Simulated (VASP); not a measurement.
A run of VASP 6.6.1 is set up as follows.

INCAR

```
PREC = Accurate ; ENCUT = 500
EDIFF = 1E-7 ; ISMEAR = 0
SIGMA = 0.1 ; LREAL = False
LASPH = True ; NELM = 120
ALGO = Normal ; ISIF = 3
LWAVE = False ; LCHARG = False
GGA = PS ; IBRION = 2
NSW = 80 ; EDIFFG = -0.015
GGA_COMPAT = False ; NELMIN = 4
```

Contents of KPOINTS:

```
Automatic mesh
0
Gamma
  10 10 8
```

Contents of POSCAR:

```
Ge
1.0
    2.8378655627      2.8378655627      0.0000000000
   -2.8378655627      2.8378655627      0.0000000000
    0.0000000000      0.0000000000      5.6757311254
Ge
4
Direct
    0.5000000000      0.5000000000      0.5000000000
    0.0000000000      0.0000000000      0.0000000000
    0.5000000000      0.0000000000      0.2500000000
    0.0000000000      0.5000000000      0.7500000000
```

Potentials or basis: VASP PAW PBE potentials, release 64 (Ge_d).

The run is started by

```sh
$ cat potpaw_PBE.64/Ge_d/POTCAR > POTCAR
$ mpirun -np 1 vasp_std > vasp.out
```

**Question.** Predict the relaxed cell.

**Answer.** a = 4.010 Å, b = 4.010 Å, c = 5.670 Å, α = 90.00°, β = 90.00°, γ = 90.00°.

**Question.** Estimate the space group after relaxing (to 0.1 Å).

**Answer.** Fd-3m (No. 227).

**Question.** Estimate the band gap on the k mesh.

**Answer.** Zero (filled and empty bands touch).

**Question.** Estimate the relaxed volume.

**Answer.** 22.80 Å³/atom.

Final structure:
```
CELL_PARAMETERS angstrom
2.83565 2.83565 0.00000
-2.83565 2.83565 0.00000
0.00000 0.00000 5.66997
ATOMIC_POSITIONS crystal
Ge 0.50000 0.50000 0.50000
Ge 0.00000 0.00000 0.00000
Ge 0.50000 0.00000 0.25000
Ge 0.00000 0.50000 0.75000
```

Caveat: semilocal functionals underestimate gaps, so a narrow gap can read as zero; the PAW data sets were made with another functional, which shifts forces and pressure a little.
